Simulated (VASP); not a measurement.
Runs of VASP 6.6.1 on C. The structure is that of space group R-3m (No. 166), or close to it. The cells are those of the table. 

```csv
cell,pressure (GPa)
"a = 2.480, b = 2.480, c = 21.830 Å, angles 90.0, 90.0, 120.0°, 12 atoms",(a)
"a = 2.456, b = 2.456, c = 21.736 Å, angles 90.0, 90.0, 120.0°, 12 atoms",0.7
"a = 2.431, b = 2.431, c = 21.700 Å, angles 90.0, 90.0, 120.0°, 12 atoms",9.0
"a = 2.480, b = 2.480, c = 21.605 Å, angles 90.0, 90.0, 120.0°, 12 atoms",-6.9
```

Alike in all rows: task single point; level r2SCAN; potentials or basis VASP PAW PBE potentials, release 64 (C); no spin polarisation; k mesh 18 × 18 × 2; cutoff (eV) 520; smearing gaussian 0.01 eV.

**Question.** Fill in the values left out.

**Answer.** (a) -7.0.

Caveats: the PAW data sets were made with another functional, which shifts forces and pressure a little; the cell stands under tension (at least some runs); the cell stands under pressure (at least some runs).
